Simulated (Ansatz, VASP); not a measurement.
## SrSiH6 in VASP and in Ansatz

```
CELL_PARAMETERS angstrom
3.20406 0.00000 0.00000
0.00000 2.99156 3.77382
0.00000 -2.99156 3.77382
ATOMIC_POSITIONS crystal
Sr 0.50000 0.57378 0.57378
Si 0.00000 0.97784 0.97784
H 0.00000 0.92446 0.30587
H 0.00000 0.30587 0.92446
H 0.00000 0.37051 0.37051
H 0.50000 0.70492 0.04610
H 0.50000 0.04610 0.70492
H 0.50000 0.09652 0.09652
```

Alike in both runs: task single point; functional r2SCAN; dispersion rVV10; k mesh 10 × 6 × 6; occupations fermi-dirac, width 0.03 eV; no spin polarisation.

|  | VASP | Ansatz |
| --- | --- | --- |
| version | VASP 6.6.1 | Ansatz 0.2.0 |
| potentials or method | VASP PAW PBE potentials, release 64 (Sr_sv, Si, H) | plane waves, PAW |
| plane-wave cutoff (eV) | 520 | 500 |
| valence electrons in the cell | 20 | 20 |

```csv
,VASP,Ansatz,Ansatz less VASP
pressure (GPa),0.1,0.0,-0.09
"traceless stress, the component that is largest in VASP (GPa)",0.54,0.59,+0.052
rms of the force components (eV/Å),0.047,0.048,+0.0008
```

VASP's potentials were made for PBE, not for r2SCAN. Atom by atom the forces differ by 0.007 eV/Å (rms over components).
